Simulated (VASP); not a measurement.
# TiN (rocksalt type) (Fm-3m) in VASP: a series of runs

Runs on TiN (rocksalt type). Level: r2SCAN. Tasks: single point.

All numbers are computed with VASP 6.6.1; they aren't measurements. Logs are shortened: lines on timing, memory, paths and dates and some standing lists are left out, and cuts for length are marked.

## (1) The cell of the first run

Symmetry: Fm-3m, No. 225, cubic system. The conventional cell has a = 3.930 Å, b = 3.930 Å, c = 3.930 Å, α = 90.00°, β = 90.00°, γ = 90.00°. Within 2.6 Å of Ti (site symmetry m-3m) lie 6 N at 1.96 Å. N (site symmetry m-3m) has 6 Ti at 1.96 Å within 2.6 Å.

## (2) Single point, r2SCAN (volume scaled by 0.8)

POSCAR reads:

```
TiN
1.0
    0.0000000000      1.9648496030      1.9648496030
    1.9648496030      0.0000000000      1.9648496030
    1.9648496030      1.9648496030      0.0000000000
Ti N
1 1
Direct
    0.0000000000      0.0000000000      0.0000000000
    0.5000000000      0.5000000000      0.5000000000
```

INCAR.step1 reads:

```
SYSTEM = TiN
PREC     = Accurate       ! precision mode
ENCUT    = 520            ! plane-wave cutoff, eV
ISMEAR   = -1             ! smearing method
SIGMA    = 0.1            ! smearing width, eV
LREAL    = .False.        ! projectors in reciprocal space
LASPH    = .True.         ! aspherical terms in the spheres
NELM     = 80             ! most SCF steps
NBANDS   = 16             ! bands
GGA      = PE             ! functional
ALGO     = Normal         ! electronic algorithm
EDIFF    = 1E-4           ! SCF threshold, eV
LWAVE    = .True.         ! write WAVECAR
LCHARG   = .False.        ! write CHGCAR
```

INCAR.step2 reads:

```
SYSTEM = TiN
PREC     = Accurate       ! precision mode
ENCUT    = 520            ! plane-wave cutoff, eV
EDIFF    = 1E-6           ! SCF threshold, eV
ISMEAR   = -1             ! smearing method
SIGMA    = 0.1            ! smearing width, eV
LREAL    = .False.        ! projectors in reciprocal space
LASPH    = .True.         ! aspherical terms in the spheres
NELM     = 80             ! most SCF steps
ALGO     = Normal         ! electronic algorithm
ISIF     = 2              ! what is computed and relaxed
LWAVE    = .False.        ! write WAVECAR
LCHARG   = .False.        ! write CHGCAR
METAGGA  = R2SCAN         ! meta-GGA
LMIXTAU  = .True.       
NBANDS   = 16             ! bands
ISTART   = 1
```

KPOINTS reads:

```
regular mesh
0
Gamma
  17 17 17
  0 0 0
```

Potentials or basis: VASP PAW PBE potentials, release 64 (Ti_sv, N).

Started as:

```bash
> cat potpaw_PBE.64/Ti_sv/POTCAR potpaw_PBE.64/N/POTCAR > POTCAR
> cp INCAR.step1 INCAR
> mpirun -np 1 vasp_std > vasp.out
> cp INCAR.step2 INCAR
> mpirun -np 1 vasp_std > vasp.out
```

OUTCAR:

```text
SYSTEM = TiN
   PREC = Accurate
   ENCUT = 520
   EDIFF = 1E-6
   ISMEAR = -1
   LREAL = .False.
   LASPH = .True.
   NELM = 80
   ISIF = 2
   METAGGA = R2SCAN
   ISTART = 1

 ion  position               nearest neighbor table
   1  0.000  0.000  0.000-   2 1.96   2 1.96   2 1.96   2 1.96   2 1.96   2 1.96
   2  0.500  0.500  0.500-   1 1.96   1 1.96   1 1.96   1 1.96   1 1.96   1 1.96

  LATTYP: Found a face centered cubic cell.
 ALAT       =     3.9296992060

  Lattice vectors:

 A1 = (   0.0000000000,   1.9648496030,   1.9648496030)
 A2 = (   1.9648496030,   0.0000000000,   1.9648496030)
 A3 = (   1.9648496030,   1.9648496030,   0.0000000000)

Analysis of symmetry for initial positions (statically):
=====================================================================
 Subroutine PRICEL returns:
 Original cell was already a primitive cell.

 Routine SETGRP: Setting up the symmetry group for a
 face centered cubic supercell.

 Subroutine GETGRP returns: Found 48 space group operations
 (whereof 48 operations were pure point group operations)
 out of a pool of 48 trial point group operations.

The static configuration has the point symmetry O_h .

Analysis of symmetry for dynamics (positions and initial velocities):
=====================================================================
 Subroutine PRICEL returns:
 Original cell was already a primitive cell.

 Routine SETGRP: Setting up the symmetry group for a
 face centered cubic supercell.

 Subroutine GETGRP returns: Found 48 space group operations
 (whereof 48 operations were pure point group operations)
 out of a pool of 48 trial point group operations.

The dynamic configuration has the point symmetry O_h .

 Subroutine INISYM returns: Found 48 space group operations
 (whereof 48 operations are pure point group operations),
 and found     1 'primitive' translations

----------------------------------------------------------------------------------------

                                     Primitive cell

  volume of cell :      15.1711

  direct lattice vectors                    reciprocal lattice vectors
     0.000000000  1.964849603  1.964849603    -0.254472403  0.254472403  0.254472403
     1.964849603  0.000000000  1.964849603     0.254472403 -0.254472403  0.254472403
     1.964849603  1.964849603  0.000000000     0.254472403  0.254472403 -0.254472403

  length of vectors
     2.778716957  2.778716957  2.778716957     0.440759131  0.440759131  0.440759131

  position of ions in fractional coordinates (direct lattice)
     0.000000000  0.000000000  0.000000000
     0.500000000  0.500000000  0.500000000

  ion indices of the primitive-cell ions
   primitive index   ion index
                 1           1
                 2           2

----------------------------------------------------------------------------------------

 KPOINTS: regular mesh

Automatic generation of k-mesh.
 Grid dimensions read from file:
 generate k-points for:   17   17   17

 Generating k-lattice:

  Cartesian coordinates                     Fractional coordinates (reciprocal lattice)
    -0.014968965  0.014968965  0.014968965     0.058823529  0.000000000  0.000000000
     0.014968965 -0.014968965  0.014968965     0.000000000  0.058823529  0.000000000
     0.014968965  0.014968965 -0.014968965     0.000000000  0.000000000  0.058823529

  Length of vectors
     0.025927008  0.025927008  0.025927008

  Shift w.r.t. Gamma in fractional coordinates (k-lattice)
     0.000000000  0.000000000  0.000000000

 Subroutine IBZKPT returns following result:
 ===========================================

 Found    165 irreducible k-points:

 Following reciprocal coordinates:
            Coordinates               Weight
  0.000000  0.000000  0.000000      1.000000
  0.058824  0.000000  0.000000      8.000000
  0.117647  0.000000  0.000000      8.000000
  0.176471  0.000000  0.000000      8.000000
  0.235294  0.000000  0.000000      8.000000
  0.294118  0.000000  0.000000      8.000000
[... 16 lines left out ...]
 -0.176471  0.058824  0.000000     24.000000
 -0.117647  0.058824  0.000000     24.000000
 [... further k-points ...]
   k-points           NKPTS =    165   k-points in BZ     NKDIM =    165   number of bands    NBANDS=     16
   number of dos      NEDOS =    301   number of ions     NIONS =      2
   total plane-waves  NPLWV =  13824
   dimension x,y,z NGX =    24 NGY =   24 NGZ =   24
   dimension x,y,z NGXF=    48 NGYF=   48 NGZF=   48
   ions per type =               1   1
   NGX,Y,Z   is equivalent  to a cutoff of  14.36, 14.36, 14.36 a.u.
   NGXF,Y,Z  is equivalent  to a cutoff of  28.72, 28.72, 28.72 a.u.
 SYSTEM =  TiN
   PREC   = accura    normal or accurate (medium, high low for compatibility)
   ISTART =      1    job   : 0-new  1-cont  2-samecut
   ICHARG =      0    charge: 1-file 2-atom 10-const
   ISPIN  =      1    spin polarized calculation?
   LNONCOLLINEAR =      F non collinear calculations
   LSORBIT =      F    spin-orbit coupling
   LASPH  =      T    aspherical Exc in radial PAW
   ENCUT  =  520.0 eV  38.22 Ry    6.18 a.u.   5.17  5.17  5.17*2*pi/ulx,y,z
   NELM   =     80;   NELMIN=  2; NELMDL=  0     # of ELM steps
   EDIFF  = 0.1E-05   stopping-criterion for ELM
   LREAL  =      F    real-space projection
   EDIFFG = 0.1E-04   stopping-criterion for IOM
   NSW    =      0    number of steps for IOM
   IBRION =     -1    ionic relax: 0-MD 1-quasi-New 2-CG
   NFREE  =      0    steps in history (QN), initial steepest desc. (CG)
   ISIF   =      2    stress and relaxation
   ISYM   =      2    0-nonsym 1-usesym 2-fastsym
   POTIM  = 0.5000    time-step for ionic-motion
   TEBEG  =    0.0;   TEEND  =   0.0 temperature during run
   PSTRESS=    0.0 pullay stress
   NELECT =      17.0000    total number of electrons
   NUPDOWN=      -1.0000    fix difference up-down
   EMIN   =  10.00;   EMAX   =-10.00  energy-range for DOS
   EFERMI =   0.00;   METHOD = LEGACY
   ISMEAR =    -1;   SIGMA  =   0.10  broadening in eV -4-tet -1-fermi 0-gaus
   EFERMI_NEDOS =   21; number of points for ismear=-14 and -15
   IALGO  =     38    algorithm
   IMIX   =      4    mixing-type and parameters
     AMIX     =   0.40;   BMIX     =  1.00
     AMIX_MAG =   1.60;   BMIX_MAG =  1.00
  volume/ion in A,a.u.               =       7.59        51.19
  Fermi-wavevector in a.u.,A,eV,Ry     =   1.700403  3.213295 39.339475  2.891370
  Thomas-Fermi vector in A             =   2.780544
   LORBIT       =      0    0 simple, 1 ext, 2 COOP (PROOUT), +10 PAW based schemes
   METAGGA = R2SCAN    functional components
   LHFCALC =     F    Hartree Fock is set to
   AEXX    =    0.0000 exact exchange contribution
   IVDW    =     0    specifies the selected vdW correction
   LEPSILON=     F    determine dielectric tensor
   LRPA    =     F    only Hartree local field effects (RPA)
 non-spin polarized calculation
  energy-cutoff  :      520.00
  volume of cell :       15.17
 maximum number of plane-waves:       424
 NGX is ok and might be reduce to    24
   NGX = 11   NGY = 11   NGZ = 11

 number of electron      17.0000001 magnetization

 Free energy of the ion-electron system (eV)
  ---------------------------------------------------
  ext. energy  EPLUGINS =         0.00000000
  ---------------------------------------------------
  free energy    TOTEN  =       -24.94859685 eV

  energy without entropy =      -24.92949662  energy(sigma->0) =      -24.93904673

 E-fermi :  15.0302     XC(G=0): -15.3549

 val. band max:       15.0045433789   @ k =  -0.1176   0.0588   0.0000
 cond. band min:      15.0412762487   @ k =   0.1765   0.0000   0.0000
 fundamental gap:      0.0367328698
 Fermi energy:        15.0301550470

 k-point     1 :       0.0000    0.0000    0.0000
  band No.  band energies     occupation
      1     -45.0298      2.00000
      2     -19.6950      2.00000
      3     -19.6950      2.00000
      4     -19.6950      2.00000
      5      -4.6060      2.00000
      6      12.3507      2.00000
[... 8 lines left out ...]
     15      29.6516      0.00000
     16      38.9425      0.00000

 k-point     2 :       0.0588    0.0000    0.0000
  band No.  band energies     occupation
      1     -45.0210      2.00000
      2     -19.7514      2.00000
      3     -19.6985      2.00000
      4     -19.6985      2.00000
      5      -4.5022      2.00000
      6      11.8608      2.00000
[... 8 lines left out ...]
     15      29.7986      0.00000
     16      38.8114      0.00000

 k-point     3 :       0.1176    0.0000    0.0000
  band No.  band energies     occupation
      1     -44.9955      2.00000
      2     -19.9104      2.00000
      3     -19.7086      2.00000
      4     -19.7086      2.00000
      5      -4.2027      2.00000
      6      10.8405      2.00000
[... 8 lines left out ...]
     15      30.1372      0.00000
     16      38.4178      0.00000

 k-point     4 :       0.1765    0.0000    0.0000
  band No.  band energies     occupation
      1     -44.9568      2.00000
      2     -20.1447      2.00000
      3     -19.7239      2.00000
      4     -19.7239      2.00000
      5      -3.7395      2.00000
      6       9.6546      2.00000
[... 8 lines left out ...]
     15      30.4360      0.00000
     16      37.6560      0.00000
[... 324 lines left out ...]
 k-point    22 :      -0.2353    0.0588    0.0000
  band No.  band energies     occupation
      1     -44.8876      2.00000
      2     -20.5104      2.00000
      3     -19.8056      2.00000
      4     -19.7273      2.00000
      5      -2.9089      2.00000
      6       7.9197      2.00000
[... 8 lines left out ...]
     15      30.7295      0.00000
     16      35.4588      0.00000

 k-point    23 :      -0.1765    0.0588    0.0000
  band No.  band energies     occupation
      1     -44.9353      2.00000
      2     -20.2437      2.00000
      3     -19.7819      2.00000
      4     -19.7097      2.00000
      5      -3.4955      2.00000
      6       9.0249      2.00000
[... 8 lines left out ...]
     15      30.5449      0.00000
     16      36.4940      0.00000

 k-point    24 :      -0.1176    0.0588    0.0000
  band No.  band energies     occupation
      1     -44.9768      2.00000
      2     -20.0036      2.00000
      3     -19.7554      2.00000
      4     -19.6982      2.00000
      5      -3.9874      2.00000
      6      10.1308      2.00000
[... 8 lines left out ...]
     15      30.3335      0.00000
     16      37.4161      0.00000

 [... further k-points ...]
[... 5 lines left out ...]
  --------------------------------------------------------------------------------------
  -------------------------------------------------------------------------------------
  Total       10.1767303     10.1767303     10.1767303      0.0000000      0.0000000     -0.0000000
  in kB     1074.7338124   1074.7338124   1074.7338124      0.0000000      0.0000000     -0.0000000
  external PRESSURE =    1074.7338124 kB  Pullay stress =       0.0000000 kB

 VOLUME and BASIS-vectors are now :
 -----------------------------------------------------------------------------
  energy-cutoff  :      520.00
  volume of cell :       15.17
      direct lattice vectors                 reciprocal lattice vectors
     0.000000000  1.964849603  1.964849603    -0.254472403  0.254472403  0.254472403
     1.964849603  0.000000000  1.964849603     0.254472403 -0.254472403  0.254472403
     1.964849603  1.964849603  0.000000000     0.254472403  0.254472403 -0.254472403

 POSITION                                       TOTAL-FORCE (eV/Angst)
 -----------------------------------------------------------------------------------
      0.00000      0.00000      0.00000         0.000000     -0.000000      0.000000
      1.96485      1.96485      1.96485        -0.000000      0.000000      0.000000
 -----------------------------------------------------------------------------------
    total drift:                                0.000000     -0.000000     -0.000000

  FREE ENERGIE OF THE ION-ELECTRON SYSTEM (eV)
  ---------------------------------------------------
  free  energy   TOTEN  =       -24.9485968451 eV

  energy  without entropy=      -24.9294966160  energy(sigma->0) =      -24.93904673
```

It took 2.6 min on 1 thread of Intel Xeon Platinum 8259CL at 2.50GHz (Skylake/Cascade Lake), shared host; peak memory 0.17 GiB.

Results:

| Item | Value |
| --- | --- |
| Free energy | -24.9486 eV |
| Pressure | 107.5 GPa |

Levels at points of the mesh, in eV from the Fermi level:
| k point | band 6 | band 7 | band 8 | band 9 | band 10 | band 11 | band 12 | band 13 |
| --- | --- | --- | --- | --- | --- | --- | --- | --- |
| (0.00, 0.00, 0.00) | -2.68 | -2.68 | -2.68 | -0.87 | -0.87 | -0.87 | 0.81 | 0.81 |

Caveat: the PAW data sets were made with another functional, which shifts forces and pressure a little.

## (3) Single point, r2SCAN (volume scaled by 0.88)

POSCAR reads:

```
TiN
1.0
    0.0000000000      2.0282751751      2.0282751751
    2.0282751751      0.0000000000      2.0282751751
    2.0282751751      2.0282751751      0.0000000000
Ti N
1 1
Direct
    0.0000000000      0.0000000000      0.0000000000
    0.5000000000      0.5000000000      0.5000000000
```

INCAR.step1 reads:

```
SYSTEM = TiN
PREC = Accurate ; ENCUT = 520
ISMEAR = -1 ; SIGMA = 0.1
LREAL = .FALSE. ; LASPH = .TRUE.
NELM = 60 ; NBANDS = 16
GGA = PE ; ALGO = Normal
EDIFF = 1E-4 ; LWAVE = .TRUE.
LCHARG = .FALSE.
```

INCAR.step2 reads:

```
SYSTEM = TiN
PREC = Accurate ; ENCUT = 520
EDIFF = 1E-6 ; ISMEAR = -1
SIGMA = 0.1 ; LREAL = .FALSE.
LASPH = .TRUE. ; NELM = 60
ALGO = Normal ; ISIF = 2
LWAVE = .FALSE. ; LCHARG = .FALSE.
METAGGA = R2SCAN ; LMIXTAU = .TRUE.
NBANDS = 16 ; ISTART = 1
```

KPOINTS reads:

```
regular mesh
0
G
  17 17 17
  0 0 0
```

Potentials or basis: VASP PAW PBE potentials, release 64 (Ti_sv, N).

Started as:

```bash
> cat potpaw_PBE.64/Ti_sv/POTCAR potpaw_PBE.64/N/POTCAR > POTCAR
> cp INCAR.step1 INCAR
> mpirun -np 1 vasp_std > vasp.out
> cp INCAR.step2 INCAR
> mpirun -np 1 vasp_std > vasp.out
```

It took 2.7 min on 1 thread of Intel Xeon Platinum 8259CL at 2.50GHz (Skylake/Cascade Lake), shared host; peak memory 0.18 GiB.

Results (log left out):

| Item | Value |
| --- | --- |
| Free energy | -25.6851 eV |
| Pressure | 51.4 GPa |

Levels at points of the mesh, in eV from the Fermi level:
| k point | band 6 | band 7 | band 8 | band 9 | band 10 | band 11 | band 12 | band 13 |
| --- | --- | --- | --- | --- | --- | --- | --- | --- |
| (0.00, 0.00, 0.00) | -2.57 | -2.57 | -2.57 | -0.75 | -0.75 | -0.75 | 0.71 | 0.71 |

Caveat: the PAW data sets were made with another functional, which shifts forces and pressure a little.
